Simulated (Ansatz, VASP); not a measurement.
# PbSe in VASP and in Ansatz

```
Pb Se
1.0
     0.00000    3.06065    3.06065
     3.06065    0.00000    3.06065
     3.06065    3.06065    0.00000
Pb Se
1 1
Direct
  0.00000 0.00000 0.00000
  0.50000 0.50000 0.50000
```

Alike in both runs: task single point; functional LDA; k mesh 6 × 6 × 6; occupations gaussian, width 0.1 eV; no spin polarisation.

```csv
,VASP,Ansatz
version,VASP 6.6.1,Ansatz 0.2.0
potentials or method,"VASP PAW LDA potentials, release 64 (Pb_d, Se), cutoff 500 eV","scalar-relativistic, plane waves, PAW"
valence electrons in the cell,20,30
```

```tsv
	VASP	Ansatz	Ansatz less VASP
gap on the k mesh at the Fermi level (eV)	0.16	0.19	+0.028
least direct gap on the mesh (eV)	0.16	0.19	+0.028
pressure (GPa)	-2.1	-2.2	-0.09
```

Ansatz warns that its potentials were made for another functional, while VASP's fit it. LDA's correlation is that of Perdew and Zunger in VASP and of Perdew and Wang (1992) in Ansatz. VASP's potentials hold 20 valence electrons a cell and Ansatz's 30, so a difference there can come from the potentials and not from the codes.

Neither program's run includes spin-orbit coupling.
